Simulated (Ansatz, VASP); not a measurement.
## One calculation of InP, two programs

File INCAR:

```
SYSTEM = InP
PREC = Accurate
ENCUT = 520
EDIFF = 1E-6
ISMEAR = 0
SIGMA = 0.05
LREAL = .FALSE.
LASPH = .TRUE.
NELM = 60
ALGO = Normal
ISIF = 2
LWAVE = .FALSE.
LCHARG = .TRUE.
LELF = .TRUE.
LVHAR = .TRUE.
NBANDS = 16
```

KPOINTS

```
Automatic mesh
0
G
  12 12 12
  0 0 0
```

POSCAR

```
InP
1.0
    0.0000000000      2.9643938883      2.9643938883
    2.9643938883      0.0000000000      2.9643938883
    2.9643938883      2.9643938883      0.0000000000
In P
1 1
Direct
    0.0000000000      0.0000000000      0.0000000000
    0.7500000000      0.7500000000      0.7500000000
```

Input for Ansatz:

```yaml
crystal:
  lattice:
    - [0.0, 2.9643938883, 2.9643938883]
    - [2.9643938883, 0.0, 2.9643938883]
    - [2.9643938883, 2.9643938883, 0.0]
  atoms:
    - { symbol: In, position: [0.0, 0.0, 0.0] }
    - { symbol: P, position: [0.75, 0.75, 0.75] }
basis:
  ecutwfc: 420
kpoints:
  mp_grid: { grid: [12, 12, 12] }
hamiltonian:
  xc: lda
  pseudopotentials: { kind: paw, azcp: { folder: soft_1 } }
scf:
  occupations: { method: gaussian, width: 0.05 }
output:
  forces: true
  stress: true
  eigenvalues: true
```

Alike in both runs: task single point; functional LDA; k mesh 12 × 12 × 12; occupations gaussian, width 0.05 eV; no spin polarisation.

|  | VASP | Ansatz |
| --- | --- | --- |
| version | VASP 6.6.1 | Ansatz 0.2.0 |
| potentials or method | VASP PAW LDA potentials, release 64 (In_d, P), cutoff 520 eV | scalar-relativistic, plane waves, PAW |
| valence electrons in the cell | 18 | 18 |

|  | VASP | Ansatz | Ansatz less VASP |
| --- | --- | --- | --- |
| gap on the k mesh at the Fermi level (eV) | 0.32 | 0.29 | -0.031 |
| least direct gap on the mesh (eV) | 0.32 | 0.29 | -0.031 |
| pressure (GPa) | -3.3 | -3.3 | -0.01 |

Ansatz warns that its potentials were made for another functional, while VASP's fit it. LDA's correlation is that of Perdew and Zunger in VASP and of Perdew and Wang (1992) in Ansatz.
